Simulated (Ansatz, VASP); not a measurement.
# SrO in VASP and in Ansatz

File POSCAR:

```
SrO
1.0
    0.0000000000      2.5801213120      2.5801213120
    2.5801213120      0.0000000000      2.5801213120
    2.5801213120      2.5801213120      0.0000000000
Sr O
1 1
Direct
    0.0000000000      0.0000000000      0.0000000000
    0.5000000000      0.5000000000      0.5000000000
```

INCAR.step1

```
PREC     = Accurate       # precision mode
ENCUT    = 600            # plane-wave cutoff, eV
ISMEAR   = 0              # smearing method
SIGMA    = 0.01           # smearing width, eV
LREAL    = False          # projectors in reciprocal space
LASPH    = True           # aspherical terms in the spheres
NELM     = 60             # most SCF steps
GGA      = PE             # functional
ALGO     = Normal         # electronic algorithm
EDIFF    = 1E-4           # SCF threshold, eV
LWAVE    = True           # write WAVECAR
LCHARG   = False          # write CHGCAR
```

File INCAR.step2:

```
PREC     = Accurate       # precision mode
ENCUT    = 600            # plane-wave cutoff, eV
EDIFF    = 1E-6           # SCF threshold, eV
ISMEAR   = 0              # smearing method
SIGMA    = 0.01           # smearing width, eV
LREAL    = False          # projectors in reciprocal space
LASPH    = True           # aspherical terms in the spheres
NELM     = 60             # most SCF steps
ALGO     = Normal         # electronic algorithm
ISIF     = 3              # what is computed and relaxed
LWAVE    = False          # write WAVECAR
LCHARG   = False          # write CHGCAR
METAGGA  = R2SCAN         # meta-GGA
LMIXTAU  = True         
IBRION   = 2              # ionic algorithm
NSW      = 80             # ionic steps
EDIFFG   = -0.001         # ionic threshold
ISTART   = 1
```

File KPOINTS:

```
regular mesh
0
Gamma
  8 8 8
```

Input for Ansatz:

```yaml
crystal:
  lattice:
    - [0.0, 2.580121312, 2.580121312]
    - [2.580121312, 0.0, 2.580121312]
    - [2.580121312, 2.580121312, 0.0]
  atoms:
    - { symbol: Sr, position: [0.0, 0.0, 0.0] }
    - { symbol: O, position: [0.5, 0.5, 0.5] }
basis:
  ecutwfc: 500
kpoints:
  mp_grid: { grid: [8, 8, 8] }
hamiltonian:
  xc: r2scan
  pseudopotentials: { kind: paw, azcp: { folder: soft_1 } }
scf:
  occupations: { method: fixed }
output:
  forces: true
  stress: true
  eigenvalues: true
relax:
  adjacent_minimum: "off"
  f_tol: 0.001
  max_steps: 60
  cell: { stress_tol: 0.01 }
```

Alike in both runs: task relaxation of cell and atoms; functional r2SCAN; k mesh 8 × 8 × 8; no spin polarisation.

|  | VASP | Ansatz |
| --- | --- | --- |
| version | VASP 6.6.1 | Ansatz 0.2.0 |
| potentials or method | VASP PAW PBE potentials, release 64 (Sr_sv, O), cutoff 600 eV | scalar-relativistic, plane waves, PAW |
| occupations | gaussian, width 0.01 eV | fixed |
| valence electrons in the cell | 16 | 16 |

|  | VASP | Ansatz | Ansatz less VASP |
| --- | --- | --- | --- |
| gap on the k mesh at the Fermi level, each at its own relaxed structure (eV) | 3.75 | 3.80 | +0.048 |
| relaxed volume (Å³/atom) | 17.26 | 17.18 | -0.079 |
| relaxed length of the cell vector where the two differ most in proportion (Å) | 3.654 | 3.649 | -0.0056 |

VASP's potentials were made for PBE, not for r2SCAN.
